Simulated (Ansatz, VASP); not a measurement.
**Two plane-wave programs on Na**

File INCAR:

```
  PREC = Accurate
  ENCUT = 520
  EDIFF = 1E-6
  ISMEAR = 1
  SIGMA = 0.01
  LREAL = F
  LASPH = T
  NELM = 60
  ALGO = Normal
  ISIF = 2
  LWAVE = F
  LCHARG = F
  GGA = PE
  NBANDS = 10
```

KPOINTS

```
Automatic mesh
0
Gamma
  11 11 11
```

POSCAR

```
Na
1.0
   -2.0985562613      2.0985562613      2.0985562613
    2.0985562613     -2.0985562613      2.0985562613
    2.0985562613      2.0985562613     -2.0985562613
Na
1
Direct
    0.0000000000      0.0000000000      0.0000000000
```

Input for Ansatz:

```yaml
crystal:
  lattice:
    - [-2.0985562613, 2.0985562613, 2.0985562613]
    - [2.0985562613, -2.0985562613, 2.0985562613]
    - [2.0985562613, 2.0985562613, -2.0985562613]
  atoms:
    - { symbol: Na, position: [0.0, 0.0, 0.0] }
hamiltonian:
  xc: pbe
  pseudopotentials:
    kind: paw
    azcp:
      Na: "pseudopotentials/Na.paw.azcp"
basis:
  ecutwfc: 420
  fft_grid_basis: typed
kpoints:
  mp_grid: { grid: [11, 11, 11], shift: [0, 0, 0] }
magnetization:
  spin_polarized: false
scf:
  occupations: { method: methfessel_paxton, width: 0.01 }
  lower_state_search: "off"
output:
  stress: true
```

Alike in both runs: task single point; functional PBE; k mesh 11 × 11 × 11; occupations methfessel-paxton of order 1, width 0.01 eV; no spin polarisation.

|  | VASP | Ansatz |
| --- | --- | --- |
| version | VASP 6.6.1 | Ansatz 0.2.0 |
| potentials or method | VASP PAW PBE potentials, release 64 (Na_pv), cutoff 520 eV | plane waves (420 eV) with PAW, scalar-relativistic |
| valence electrons in the cell | 7 | 9 |

```csv
,VASP,Ansatz,Ansatz less VASP
pressure (GPa),0.0,0.0,+0.02
```

VASP's potentials hold 7 valence electrons a cell and Ansatz's 9, so a difference there can come from the potentials and not from the codes.
